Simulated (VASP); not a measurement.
Set up this calculation in VASP 6.6.1, as the native input.

* Task: single point
* Functional: r2SCAN
* Potentials or basis: VASP PAW PBE potentials, release 64 (Cd, Te)
* Cutoff: 520 eV
* k mesh: 6 × 6 × 6
* Occupations: gaussian, width 0.01 eV
* Spin: no spin polarisation
* Dipole correction: no
* Further INCAR settings: ALGO = Normal; EDIFF = 1e-06; NBANDS = 16

CdTe:

```
Cd Te
1.0
     0.00000    3.27990    3.27990
     3.27990    0.00000    3.27990
     3.27990    3.27990    0.00000
Cd Te
1 1
Direct
  0.00000 0.00000 0.00000
  0.25000 0.25000 0.25000
```

The input as run:

POSCAR

```
CdTe
1.0
    0.0000000000      3.2799012448      3.2799012448
    3.2799012448      0.0000000000      3.2799012448
    3.2799012448      3.2799012448      0.0000000000
Cd Te
1 1
Direct
    0.0000000000      0.0000000000      0.0000000000
    0.2500000000      0.2500000000      0.2500000000
```

INCAR.step1

```
PREC     = Accurate       # precision mode
ENCUT    = 520            # plane-wave cutoff, eV
ISMEAR   = 0              # smearing method
SIGMA    = 0.01           # smearing width, eV
LREAL    = False          # projectors in reciprocal space
LASPH    = True           # aspherical terms in the spheres
NELM     = 80             # most SCF steps
NBANDS   = 16             # bands
GGA      = PE             # functional
ALGO     = Normal         # electronic algorithm
EDIFF    = 1E-4           # SCF threshold, eV
LWAVE    = True           # write WAVECAR
LCHARG   = False          # write CHGCAR
```

INCAR.step2

```
PREC     = Accurate       # precision mode
ENCUT    = 520            # plane-wave cutoff, eV
EDIFF    = 1E-6           # SCF threshold, eV
ISMEAR   = 0              # smearing method
SIGMA    = 0.01           # smearing width, eV
LREAL    = False          # projectors in reciprocal space
LASPH    = True           # aspherical terms in the spheres
NELM     = 80             # most SCF steps
ALGO     = Normal         # electronic algorithm
ISIF     = 2              # what is computed and relaxed
LWAVE    = False          # write WAVECAR
LCHARG   = False          # write CHGCAR
METAGGA  = R2SCAN         # meta-GGA
LMIXTAU  = True         
NBANDS   = 16             # bands
ISTART   = 1
```

KPOINTS

```
Automatic mesh
0
Gamma
  6 6 6
```

Potentials or basis: VASP PAW PBE potentials, release 64 (Cd, Te).

Launch:

```bash
$ cat potpaw_PBE.64/Cd/POTCAR potpaw_PBE.64/Te/POTCAR > POTCAR
$ cp INCAR.step1 INCAR
$ mpirun -np 1 vasp_std > vasp.out
$ cp INCAR.step2 INCAR
$ mpirun -np 1 vasp_std > vasp.out
```

It gave:

```yaml
Pressure: 0.1 GPa
Band_gap_on_the_k_mesh: 1.15 eV, direct
```

Caveat: the PAW data sets were made with another functional, which shifts forces and pressure a little; spin-orbit coupling is left out, which moves the levels of the heavy elements.

Wall time 2.4 min on 1 thread of Intel Xeon 6975P-C, with other jobs on the host, peak memory 0.22 GiB.
